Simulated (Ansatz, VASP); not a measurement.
Given: the input of a run of VASP 6.6.1 on Cu.

INCAR

```
SYSTEM = Cu
PREC     = Accurate       ! precision mode
ENCUT    = 700            ! plane-wave cutoff, eV
EDIFF    = 1E-6           ! SCF threshold, eV
ISMEAR   = -1             ! smearing method
SIGMA    = 0.05           ! smearing width, eV
LREAL    = .False.        ! projectors in reciprocal space
LASPH    = .True.         ! aspherical terms in the spheres
NELM     = 120            ! most SCF steps
ALGO     = Normal         ! electronic algorithm
ISIF     = 2              ! what is computed and relaxed
LWAVE    = .False.        ! write WAVECAR
LCHARG   = .True.         ! write CHGCAR
GGA      = PE             ! functional
LELF     = .True.         ! ELF
LVHAR    = .True.       
NBANDS   = 26             ! bands
GGA_COMPAT= .False.
```

Contents of KPOINTS:

```
Automatic mesh
0
Gamma
  11 11 11
  0 0 0
```

The input POSCAR:

```
Cu
1.0
    1.2184636900     -3.9763780104      0.0000000000
    1.2184636900      3.9763780104      0.0000000000
    0.0000000000      0.0000000000      2.4754955235
Cu
2
Direct
    0.8661333500      0.1338666500      0.7500000000
    0.1338666500      0.8661333500      0.2500000000
```

Potentials or basis: VASP PAW PBE potentials, release 64 (Cu_sv_GW).

The run is started by

```sh
$ cat potpaw_PBE.64/Cu_sv_GW/POTCAR > POTCAR
$ mpirun -np 1 vasp_std > vasp.out
```

Q: Translate it to Ansatz 0.2.0. Potentials there: Ansatz PAW.

A: As run (the cutoff follows the program's own potentials):

File input.yaml:

```yaml
crystal:
  lattice:
    - [1.21846369, -3.9763780104, 0.0]
    - [1.21846369, 3.9763780104, 0.0]
    - [0.0, 0.0, 2.4754955235]
  atoms:
    - { symbol: Cu, position: [0.86613335, 0.13386665, 0.75] }
    - { symbol: Cu, position: [0.13386665, 0.86613335, 0.25] }
hamiltonian:
  xc: pbe
  pseudopotentials: { kind: paw }
kpoints:
  mp_grid: { grid: [11, 11, 11] }
scf:
  occupations: { method: fermi_dirac, width: 0.05 }
output:
  forces: true
  stress: true
  eigenvalues: true
```

Potentials or basis: Ansatz PAW.

The run is started by

```sh
$ ansatz run input.yaml --threads 2 --pin off --max-ram 5632MiB --backend cpu --events-out ev --progress --plain --runs-dir out
```

Both were run:

|  | VASP | Ansatz | Ansatz less VASP |
| --- | --- | --- | --- |
| gap on the k mesh at the Fermi level (eV) | none | none | - |
| pressure (GPa) | 1.4 | 6.6 | +5.18 |
| traceless stress, the component that is largest in VASP (GPa) | -0.53 | -0.52 | +0.013 |
| rms of the force components (eV/Å) | 0.025 | 0.028 | +0.0034 |

Atom by atom the forces differ by 0.003 eV/Å (rms over components). A gap of «none» marks a metal or a gap that the smearing closes. One of these differences is far larger than is usual between the two programs; its cause wasn't traced.
